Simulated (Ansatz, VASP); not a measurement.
One calculation of YZnC4N4, two programs

```
CELL_PARAMETERS angstrom
6.10086 0.00000 0.00000
0.00000 6.10086 0.00000
0.00000 0.00000 6.10086
ATOMIC_POSITIONS crystal
Y 0.00000 0.00000 0.00000
Zn 0.50000 0.50000 0.50000
C 0.19930 0.19930 0.19930
C 0.19930 0.80070 0.80070
C 0.80070 0.19930 0.80070
C 0.80070 0.80070 0.19930
N 0.31002 0.31002 0.31002
N 0.31002 0.68998 0.68998
N 0.68998 0.31002 0.68998
N 0.68998 0.68998 0.31002
```

Alike in both runs: task relaxation of cell and atoms; functional PBE; k mesh 4 × 4 × 4; occupations gaussian, width 0.1 eV; no spin polarisation.

|  | VASP | Ansatz |
| --- | --- | --- |
| version | VASP 6.6.1 | Ansatz 0.2.0 |
| potentials or method | VASP PAW PBE potentials, release 64 (Y_sv, Zn, C, N), cutoff 600 eV | scalar-relativistic, plane waves, PAW |
| valence electrons in the cell | 59 | 59 |

Ansatz gave:

```
gap on the k mesh at the Fermi level, each at its own relaxed structure (eV) : none
relaxed volume (Å³/atom)                                                     : 26.22
relaxed cell length with the largest relative difference (Å)                 : 6.400
```

**Question.** Which values does VASP return?

**Answer.** gap on the k mesh at the Fermi level, each at its own relaxed structure (eV): none; relaxed volume (Å³/atom): 26.22; relaxed cell length with the largest relative difference (Å): 6.401.

A gap of «none» marks a metal or a gap that the smearing closes.

Noted on VASP's run: the standard files for N, O and F lose accuracy on very short bonds; the volume moved by over 15 % at a fixed basis, so the end points are rough.
